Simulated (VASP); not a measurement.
# H7C2F in VASP: notebook

H7C2F is run at these levels: PBE+D3(BJ); tasks: single point.

Everything below comes from runs of VASP 6.6.1. Logs are shortened: lines on timing, memory, paths and dates and some standing lists are left out, and cuts for length are marked.

## (1) The cell of the first run

The cell holds an amorphous packing of atoms, 30 atoms: a = 7.230 Å, b = 7.230 Å, c = 7.230 Å, α = 90.00°, β = 90.00°, γ = 90.00°.

## (2) Single point, PBE+D3(BJ)

INCAR reads:

```
  ALGO = Normal
  EDIFF = 1E-6
  ENCUT = 520
  GGA = PE
  ISIF = 2
  ISMEAR = -1
  IVDW = 12
  LASPH = True
  LCHARG = True
  LELF = True
  LREAL = Auto
  LVHAR = True
  LWAVE = False
  NBANDS = 54
  NELM = 60
  PREC = Accurate
  SIGMA = 0.02
```

KPOINTS reads:

```
k-points
0
Gamma
  1 1 1
```

POSCAR reads:

```
H7C2F
1.0
    7.2304270000      0.0000000000      0.0000000000
    0.0000000000      7.2304270000      0.0000000000
    0.0000000000      0.0000000000      7.2304270000
C H F
6 21 3
Direct
    0.5750874725      0.9857174381      0.6802324743
    0.4448524310      0.9300848791      0.5231169243
    0.0501320308      1.0688684899      0.0614580068
    0.1745598406      0.8978723913      0.0554621653
    0.4428092548      0.4302999429      0.2390149851
    0.4622877384      0.4408371766      0.0287689282
    0.6278479724      0.8637823219      0.7551682933
    0.6897386350      1.0741789988      0.6308849510
    0.5042968667      1.0702467295      0.7850138664
    0.3830610212      1.0525281698      0.4578897954
    0.5179590306      0.8522349526      0.4149184125
    0.3315435884      0.8423176267      0.5736363387
    0.0865572335      1.1656054482     -0.0507563282
   -0.0961544992      1.0311181670      0.0448418079
    0.0644164530      1.1396003461      0.1956732105
    0.1385401263      0.8006653450      0.1661999508
    0.1589473092      0.8242257913     -0.0764528142
    0.3211611012      0.9349800842      0.0712904763
    0.4365941293      0.5687947973      0.3004894505
    0.3154720112      0.3579778586      0.2796986545
    0.5603420173      0.3581343409      0.3025284422
    0.4624856510      0.3023056348     -0.0334116077
    0.3478964133      0.5188794031     -0.0337149454
    0.5924703710      0.5078596773     -0.0113733104
    0.8477451366      0.5469382316      0.5998419758
    0.9833716096      0.3743191586      0.0896099472
    0.8349618420      0.8661811435      0.6221435232
    0.8033615855      0.4252873036      0.6195747574
    0.9538345413      0.4957520561      0.1253500021
    0.9249902856      0.7772395955      0.5847201663
```

Potentials or basis: VASP PAW PBE potentials, release 64 (C, H, F).

Command:

```bash
cat potpaw_PBE.64/C/POTCAR potpaw_PBE.64/H/POTCAR potpaw_PBE.64/F/POTCAR > POTCAR
mpirun -np 1 vasp_gam > vasp.out
```

OUTCAR:

```text
EDIFF = 1E-6
   ENCUT = 520
   GGA = PE
   ISIF = 2
   ISMEAR = -1
   IVDW = 12
   LASPH = True
   LREAL = Auto
   NELM = 60
   PREC = Accurate
 IVDW          = 12

 ion  position               nearest neighbor table
   1  0.575  0.986  0.680-   9 1.10   7 1.10   8 1.11   2 1.53
   2  0.445  0.930  0.523-  10 1.10  12 1.10  11 1.10   1 1.53
   3  0.050  0.069  0.061-  14 1.10  15 1.10  13 1.10   4 1.53
   4  0.175  0.898  0.055-  16 1.10  17 1.10  18 1.10   3 1.53
   5  0.443  0.430  0.239-  19 1.10  21 1.10  20 1.10   6 1.53
   6  0.462  0.441  0.029-  24 1.10  22 1.10  23 1.10   5 1.53
   7  0.628  0.864  0.755-   1 1.10
   8  0.690  0.074  0.631-   1 1.11
   9  0.504  0.070  0.785-   1 1.10
  10  0.383  0.053  0.458-   2 1.10
  11  0.518  0.852  0.415-   2 1.10
  12  0.332  0.842  0.574-   2 1.10
[... 16 lines left out ...]
  29  0.954  0.496  0.125-  26 0.94
  30  0.925  0.777  0.585-  27 0.95

  LATTYP: Found a simple cubic cell.
 ALAT       =     7.2304270000

  Lattice vectors:

 A1 = (   7.2304270000,   0.0000000000,   0.0000000000)
 A2 = (   0.0000000000,   7.2304270000,   0.0000000000)
 A3 = (   0.0000000000,   0.0000000000,   7.2304270000)

Analysis of symmetry for initial positions (statically):
=====================================================================
 Subroutine PRICEL returns:
 Original cell was already a primitive cell.

 Routine SETGRP: Setting up the symmetry group for a
 simple cubic supercell.

 Subroutine GETGRP returns: Found  1 space group operations
 (whereof  1 operations were pure point group operations)
 out of a pool of 48 trial point group operations.

The static configuration has the point symmetry C_1 .

Analysis of symmetry for dynamics (positions and initial velocities):
=====================================================================
 Subroutine PRICEL returns:
 Original cell was already a primitive cell.

 Routine SETGRP: Setting up the symmetry group for a
 simple cubic supercell.

 Subroutine GETGRP returns: Found  1 space group operations
 (whereof  1 operations were pure point group operations)
 out of a pool of 48 trial point group operations.

The dynamic configuration has the point symmetry C_1 .

 Subroutine INISYM returns: Found  1 space group operations
 (whereof  1 operations are pure point group operations),
 and found     1 'primitive' translations

----------------------------------------------------------------------------------------

                                     Primitive cell

  volume of cell :     378.0000

  direct lattice vectors                    reciprocal lattice vectors
     7.230427000  0.000000000  0.000000000     0.138304418  0.000000000  0.000000000
     0.000000000  7.230427000  0.000000000     0.000000000  0.138304418  0.000000000
     0.000000000  0.000000000  7.230427000     0.000000000  0.000000000  0.138304418

  length of vectors
     7.230427000  7.230427000  7.230427000     0.138304418  0.138304418  0.138304418

  position of ions in fractional coordinates (direct lattice)
     0.575087473  0.985717438  0.680232474
     0.444852431  0.930084879  0.523116924
     0.050132031  0.068868490  0.061458007
     0.174559841  0.897872391  0.055462165
     0.442809255  0.430299943  0.239014985
     0.462287738  0.440837177  0.028768928
[... 22 lines left out ...]
     0.953834541  0.495752056  0.125350002
     0.924990286  0.777239595  0.584720166

  ion indices of the primitive-cell ions
   primitive index   ion index
                 1           1
                 2           2
                 3           3
                 4           4
                 5           5
                 6           6
[... 22 lines left out ...]
                29          29
                30          30

----------------------------------------------------------------------------------------

 KPOINTS: k-points

Automatic generation of k-mesh.
 Grid dimensions read from file:
 generate k-points for:    1    1    1

 Generating k-lattice:

  Cartesian coordinates                     Fractional coordinates (reciprocal lattice)
     0.138304418  0.000000000  0.000000000     1.000000000  0.000000000  0.000000000
     0.000000000  0.138304418  0.000000000     0.000000000  1.000000000  0.000000000
     0.000000000  0.000000000  0.138304418     0.000000000  0.000000000  1.000000000

  Length of vectors
     0.138304418  0.138304418  0.138304418

  Shift w.r.t. Gamma in fractional coordinates (k-lattice)
     0.000000000  0.000000000  0.000000000

 Subroutine IBZKPT returns following result:
 ===========================================

 Found      1 irreducible k-points:

 Following reciprocal coordinates:
            Coordinates               Weight
  0.000000  0.000000  0.000000      1.000000
   k-points           NKPTS =      1   k-points in BZ     NKDIM =      1   number of bands    NBANDS=     54
   number of dos      NEDOS =    301   number of ions     NIONS =     30
   total plane-waves  NPLWV = 157464
   dimension x,y,z NGX =    54 NGY =   54 NGZ =   54
   dimension x,y,z NGXF=   108 NGYF=  108 NGZF=  108
   ions per type =               6  21   3
   NGX,Y,Z   is equivalent  to a cutoff of  12.42, 12.42, 12.42 a.u.
   NGXF,Y,Z  is equivalent  to a cutoff of  24.83, 24.83, 24.83 a.u.
 SYSTEM =  unknown system
   PREC   = accura    normal or accurate (medium, high low for compatibility)
   ISTART =      0    job   : 0-new  1-cont  2-samecut
   ICHARG =      2    charge: 1-file 2-atom 10-const
   ISPIN  =      1    spin polarized calculation?
   LNONCOLLINEAR =      F non collinear calculations
   LSORBIT =      F    spin-orbit coupling
   LASPH  =      T    aspherical Exc in radial PAW
   ENCUT  =  520.0 eV  38.22 Ry    6.18 a.u.  13.44 13.44 13.44*2*pi/ulx,y,z
   NELM   =     60;   NELMIN=  2; NELMDL= -5     # of ELM steps
   EDIFF  = 0.1E-05   stopping-criterion for ELM
   LREAL  =      T    real-space projection
   EDIFFG = 0.1E-04   stopping-criterion for IOM
   NSW    =      0    number of steps for IOM
   IBRION =     -1    ionic relax: 0-MD 1-quasi-New 2-CG
   NFREE  =      0    steps in history (QN), initial steepest desc. (CG)
   ISIF   =      2    stress and relaxation
   ISYM   =      2    0-nonsym 1-usesym 2-fastsym
   POTIM  = 0.5000    time-step for ionic-motion
   TEBEG  =    0.0;   TEEND  =   0.0 temperature during run
   PSTRESS=    0.0 pullay stress
   NELECT =      66.0000    total number of electrons
   NUPDOWN=      -1.0000    fix difference up-down
   EMIN   =  10.00;   EMAX   =-10.00  energy-range for DOS
   EFERMI =   0.00;   METHOD = LEGACY
   ISMEAR =    -1;   SIGMA  =   0.02  broadening in eV -4-tet -1-fermi 0-gaus
   EFERMI_NEDOS =   21; number of points for ismear=-14 and -15
   IALGO  =     38    algorithm
   IMIX   =      4    mixing-type and parameters
     AMIX     =   0.40;   BMIX     =  1.00
     AMIX_MAG =   1.60;   BMIX_MAG =  1.00
  volume/ion in A,a.u.               =      12.60        85.03
  Fermi-wavevector in a.u.,A,eV,Ry     =   0.915009  1.729117 11.391370  0.837242
  Thomas-Fermi vector in A             =   2.039702
   LORBIT       =      0    0 simple, 1 ext, 2 COOP (PROOUT), +10 PAW based schemes
   GGA     = PE    functional components
   LHFCALC =     F    Hartree Fock is set to
   AEXX    =    0.0000 exact exchange contribution
   IVDW    =    12    specifies the selected vdW correction
   LEPSILON=     F    determine dielectric tensor
   LRPA    =     F    only Hartree local field effects (RPA)
 non-spin polarized calculation
  energy-cutoff  :      520.00
  volume of cell :      378.00
 maximum number of plane-waves:      5066
 NGX is ok and might be reduce to    54
   NGX = 27   NGY = 27   NGZ = 27

 number of electron      65.9999978 magnetization

 Free energy of the ion-electron system (eV)
  ---------------------------------------------------
  ext. energy  EPLUGINS =         0.00000000
  ---------------------------------------------------
  free energy    TOTEN  =      -145.83179855 eV

  energy without entropy =     -145.83179855  energy(sigma->0) =     -145.83179855

 E-fermi :  -4.7725     XC(G=0):  -5.8557

 val. band max:       -5.3489330702   @ k =   0.0000   0.0000   0.0000
 cond. band min:       0.8577126821   @ k =   0.0000   0.0000   0.0000
 fundamental gap:      6.2066457523
 Fermi energy:        -4.7724606373

 k-point     1 :       0.0000    0.0000    0.0000
  band No.  band energies     occupation
      1     -28.1567      2.00000
      2     -27.1807      2.00000
      3     -26.8262      2.00000
      4     -16.6488      2.00000
      5     -16.4427      2.00000
      6     -15.9324      2.00000
[... 37 lines left out ...]
     44       4.8887      0.00000
     45       5.0499      0.00000
 [bands above 45 left out]

------------------------ aborting loop because EDIFF is reached ----------------------------------------

 Edisp (eV)   -0.84446

 E8    (eV) :    -0.1793

  FORCE on cell =-STRESS in cart. coord.  units (eV):
  Direction    XX          YY          ZZ          XY          YZ          ZX
  --------------------------------------------------------------------------------------
  -------------------------------------------------------------------------------------
  Total      -0.88998    -0.64963    -0.99248    -0.01031     0.20827    -0.15453
  in kB      -3.77222    -2.75350    -4.20671    -0.04370     0.88278    -0.65501
  external pressure =       -3.58 kB  Pullay stress =        0.00 kB

 VOLUME and BASIS-vectors are now :
 -----------------------------------------------------------------------------
  energy-cutoff  :      520.00
  volume of cell :      378.00
      direct lattice vectors                 reciprocal lattice vectors
     7.230427000  0.000000000  0.000000000     0.138304418  0.000000000  0.000000000
     0.000000000  7.230427000  0.000000000     0.000000000  0.138304418  0.000000000
     0.000000000  0.000000000  7.230427000     0.000000000  0.000000000  0.138304418

 POSITION                                       TOTAL-FORCE (eV/Angst)
 -----------------------------------------------------------------------------------
      4.15813      7.12716      4.91837        -0.084322      0.063105      0.006052
      3.21647      6.72491      3.78236         0.033619      0.024719     -0.003948
      0.36248      0.49795      0.44437         0.009101     -0.027502      0.038864
      1.26214      6.49200      0.40102        -0.021253      0.027216     -0.032278
      3.20170      3.11125      1.72818        -0.009639      0.001920      0.012460
      3.34254      3.18744      0.20801         0.010335      0.019139      0.000109
[... 22 lines left out ...]
      6.89663      3.58450      0.90633        -0.054263      0.244240      0.043059
      6.68807      5.61977      4.22778         0.048385     -0.036819     -0.015633
 -----------------------------------------------------------------------------------
    total drift:                               -0.009077      0.010064      0.003058

  FREE ENERGIE OF THE ION-ELECTRON SYSTEM (eV)
  ---------------------------------------------------
  free  energy   TOTEN  =      -146.6762586572 eV

  energy  without entropy=     -146.6762586572  energy(sigma->0) =     -146.67625866
```

Wall time 57 s (1 thread of Intel Xeon Platinum 8259CL at 2.50GHz (Skylake/Cascade Lake), shared host); peak memory 0.35 GiB.

What came out:

* Free energy: -146.6763 eV
* Pressure: -0.4 GPa
* Largest force: 0.264 eV/Å
* Band gap on the k mesh: 6.21 eV
* Dispersion energy per atom: -0.028 eV

Forces on the atoms (eV/Å):
```
C   -0.084  0.063  0.006
C    0.034  0.025 -0.004
C    0.009 -0.028  0.039
C   -0.021  0.027 -0.032
C   -0.010  0.002  0.012
C    0.010  0.019  0.000
H   -0.030 -0.032  0.028
H    0.018  0.005 -0.033
H    0.056 -0.051 -0.030
H    0.030 -0.003  0.024
H   -0.011  0.022  0.017
H    0.006  0.007  0.017
H   -0.011  0.022 -0.015
H   -0.038 -0.001 -0.002
H   -0.004  0.000  0.017
H   -0.013 -0.012  0.010
H   -0.002 -0.002 -0.014
H    0.010  0.013  0.007
H   -0.001  0.014  0.008
H   -0.014 -0.003 -0.003
H    0.019 -0.015  0.006
H    0.000 -0.023 -0.020
H   -0.010  0.002 -0.007
H    0.016  0.000 -0.003
H    0.116  0.234 -0.043
H    0.057 -0.233 -0.060
H   -0.065 -0.037  0.006
F   -0.061 -0.223  0.041
F   -0.054  0.244  0.043
F    0.048 -0.037 -0.016
```

Caveat: the k points lie up to 0.87 Å⁻¹ apart.

(Continued in part 2 of 3.)
